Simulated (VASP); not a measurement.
Crystal: ZrB.

```
CELL_PARAMETERS angstrom
0.00000 2.27754 2.27754
2.27754 0.00000 2.27754
2.27754 2.27754 0.00000
ATOMIC_POSITIONS crystal
Zr 0.00000 0.00000 0.00000
B 0.50000 0.50000 0.50000
```

Base run:

| Quantity | Value |
| --- | --- |
| Program | VASP 6.6.1 |
| Functional | PBEsol |
| Potentials or basis | VASP PAW PBE potentials, release 64 (Zr_sv, B) |
| Cutoff | 520 eV |
| k mesh | 10 × 10 × 10 |
| Occupations | fermi-dirac, width 0.05 eV |
| Spin | no spin polarisation |

Its results: pressure 48.3 GPa.

**Question.** The run is repeated on the same cell with these changes: functional from PBEsol to r2SCAN. What comes out?

**Answer.** Pressure 56.5 GPa.

Caveats: the PAW data sets were made with another functional, which shifts forces and pressure a little.
